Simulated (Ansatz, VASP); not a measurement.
MgO: VASP beside Ansatz

File INCAR:

```
SYSTEM = MgO
PREC = Accurate
ENCUT = 520
EDIFF = 1E-6
ISMEAR = 0
SIGMA = 0.05
LREAL = .False.
LASPH = .True.
NELM = 100
ALGO = Normal
ISIF = 2
LWAVE = .False.
LCHARG = .False.
GGA = PE
NBANDS = 11
```

KPOINTS

```
regular mesh
0
Gamma
  10 10 10
  0 0 0
```

File POSCAR:

```
MgO
1.0
    0.0000000000      1.9415328140      1.9415328140
    1.9415328140      0.0000000000      1.9415328140
    1.9415328140      1.9415328140      0.0000000000
Mg O
1 1
Direct
    0.0000000000      0.0000000000      0.0000000000
    0.5000000000      0.5000000000      0.5000000000
```

Input for Ansatz:

```yaml
crystal:
  lattice:
    - [0.0, 1.941532814, 1.941532814]
    - [1.941532814, 0.0, 1.941532814]
    - [1.941532814, 1.941532814, 0.0]
  atoms:
    - { symbol: Mg, position: [0.0, 0.0, 0.0] }
    - { symbol: O, position: [0.5, 0.5, 0.5] }
basis:
  ecutwfc: 420
  ecutrho_ratio: 4
kpoints:
  mp_grid: { grid: [10, 10, 10] }
hamiltonian:
  xc: pbe
scf:
  occupations: { method: gaussian, width: 0.05 }
output:
  forces: true
  stress: true
  eigenvalues: true
```

Alike in both runs: task single point; functional PBE; k mesh 10 × 10 × 10; occupations gaussian, width 0.05 eV; no spin polarisation.

|  | VASP | Ansatz |
| --- | --- | --- |
| version | VASP 6.6.1 | Ansatz 0.2.0 |
| potentials or method | VASP PAW PBE potentials, release 64 (Mg, O), cutoff 520 eV | scalar-relativistic, plane waves, PAW |
| valence electrons in the cell | 8 | 16 |

|  | VASP | Ansatz | Ansatz less VASP |
| --- | --- | --- | --- |
| gap on the k mesh at the Fermi level (eV) | 7.49 | 7.49 | 0.000 |
| least direct gap on the mesh (eV) | 7.49 | 7.49 | 0.000 |

VASP's potentials hold 8 valence electrons a cell and Ansatz's 16, so a difference there can come from the potentials and not from the codes.
